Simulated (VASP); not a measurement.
Wanted: the native input for a VASP 6.6.1 run.

```
Task                   : single point
Functional             : PBE
Potentials or basis    : VASP PAW PBE potentials, release 64 (Pb_d, S)
Cutoff                 : 520 eV
k mesh                 : 10 × 10 × 10
Occupations            : gaussian, width 0.03 eV
Spin                   : no spin polarisation
Dipole correction      : no
Further INCAR settings : ALGO = Normal; EDIFF = 1e-07; NBANDS = 17
```

The structure of PbS lies in POSCAR:

```
PbS
1.0
    0.0000000000      2.8760500000      2.8760500000
    2.8760500000      0.0000000000      2.8760500000
    2.8760500000      2.8760500000      0.0000000000
Pb S
1 1
Direct
    0.0000000000      0.0000000000      0.0000000000
    0.5000000000      0.5000000000      0.5000000000
```

This cell differs from its parent crystal: strain -0.030 along x and y, -0.030 along z.

These files were run (other wordings do the same):

INCAR

```
SYSTEM = PbS
PREC = Accurate
ENCUT = 520
EDIFF = 1E-7
ISMEAR = 0
SIGMA = 0.03
LREAL = .False.
LASPH = .True.
NELM = 80
ALGO = Normal
ISIF = 2
LWAVE = .False.
LCHARG = .False.
GGA = PE
NBANDS = 17
```

KPOINTS

```
regular mesh
0
Gamma
  10 10 10
  0 0 0
```

Potentials or basis: VASP PAW PBE potentials, release 64 (Pb_d, S).

The run is started by

```sh
$ cat potpaw_PBE.64/Pb_d/POTCAR potpaw_PBE.64/S/POTCAR > POTCAR
$ mpirun -np 1 vasp_std > vasp.out
```

It gave:

| Property | Result |
| --- | --- |
| Pressure | 9.0 GPa |
| Band gap on the k mesh | 0.02 eV |

Caveat: the cell differs from its parent crystal (strain -0.030 along x and y, -0.030 along z); the cell stands under pressure; spin-orbit coupling is left out, which moves the levels of the heavy elements.

It took 34 s on 1 thread of Intel Xeon 8259CL, with other jobs on the host, peak memory 0.19 GiB.
